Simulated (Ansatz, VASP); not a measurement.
# Two plane-wave programs on Be3ZnO

```
CELL_PARAMETERS angstrom
3.27526 0.00000 0.00000
-1.63763 2.83646 0.00000
0.00000 0.00000 5.57507
ATOMIC_POSITIONS crystal
Be 0.00000 0.00000 0.17524
Be 0.00000 0.00000 0.82476
Be 0.33333 0.66667 0.50000
Zn 0.66667 0.33333 0.50000
O 0.33333 0.66667 0.00000
```

Alike in both runs: task single point; functional PBE; k mesh 6 × 6 × 4; occupations gaussian, width 0.1 eV; collinear spin.

|  | VASP | Ansatz |
| --- | --- | --- |
| version | VASP 6.6.1 | Ansatz 0.2.0 |
| potentials or method | VASP PAW PBE potentials, release 64 (Be, Zn, O), cutoff 520 eV | scalar-relativistic, plane waves, PAW |
| valence electrons in the cell | 24 | 24 |

```csv
,VASP,Ansatz,Ansatz less VASP
gap on the k mesh at the Fermi level (eV),none,none,-
pressure (GPa),7.2,7.0,-0.19
"traceless stress, the component that is largest in VASP (GPa)",3.15,3.31,+0.152
rms of the force components (eV/Å),0.964,0.964,-0.0005
net moment per atom (μB),0.00,0.00,0.000
```

Atom by atom the forces differ by 0.001 eV/Å (rms over components). A gap of «none» marks a metal or a gap that the smearing closes. Ansatz's warnings: seeded moment not kept.

The k mesh is coarse, so the values compare programs but aren't converged.
